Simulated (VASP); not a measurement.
Here is a VASP 6.6.1 calculation.

The input INCAR:

```
ALGO = Normal
EDIFF = 1E-6
ENCUT = 520
GGA = PE
ISIF = 2
ISMEAR = -1
LASPH = T
LCHARG = F
LREAL = F
LWAVE = F
NBANDS = 15
NELM = 100
PREC = Accurate
SIGMA = 0.02
```

KPOINTS

```
k-points
0
Gamma
  8 8 8
```

POSCAR

```
SrO
1.0
    0.0000000000      2.5482040210      2.5482040210
    2.5482040210      0.0000000000      2.5482040210
    2.5482040210      2.5482040210      0.0000000000
Sr O
1 1
Direct
    0.0000000000      0.0000000000      0.0000000000
    0.5000000000      0.5000000000      0.5000000000
```

Potentials or basis: VASP PAW PBE potentials, release 64 (Sr_sv, O).

Command:

```sh
$ cat potpaw_PBE.64/Sr_sv/POTCAR potpaw_PBE.64/O/POTCAR > POTCAR
$ mpirun -np 1 vasp_std > vasp.out
```

Question: Estimate the pressure.

Answer: 6.2 GPa.

Question: Estimate the band gap on the k mesh.

Answer: 3.25 eV, indirect (least direct gap 3.32 eV).

 A k mesh can miss the band edges.
